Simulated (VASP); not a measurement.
Input of a VASP 6.6.1 run:

INCAR

```
SYSTEM = Re
  ALGO = Normal
  EDIFF = 1E-6
  ENCUT = 520
  GGA = PE
  ISIF = 2
  ISMEAR = -1
  LASPH = .TRUE.
  LCHARG = .TRUE.
  LELF = .TRUE.
  LREAL = .FALSE.
  LVHAR = .TRUE.
  LWAVE = .FALSE.
  NBANDS = 10
  NELM = 80
  PREC = Accurate
  SIGMA = 0.08
```

File KPOINTS:

```
k-points
0
G
  15 15 15
  0 0 0
```

Contents of POSCAR:

```
Re
1.0
    2.5782345987      0.0000000000      0.0000000000
    0.0000000000      2.5782345987      0.0000000000
    0.0000000000      0.0000000000      2.5782345987
Re
1
Direct
    0.0000000000      0.0000000000      0.0000000000
```

Potentials or basis: VASP PAW PBE potentials, release 64 (Re).

Command:

```console
$ cat potpaw_PBE.64/Re/POTCAR > POTCAR
$ mpirun -np 1 vasp_std > vasp.out
```

**Question.** What does it give for the pressure?

**Answer.** -1.0 GPa.
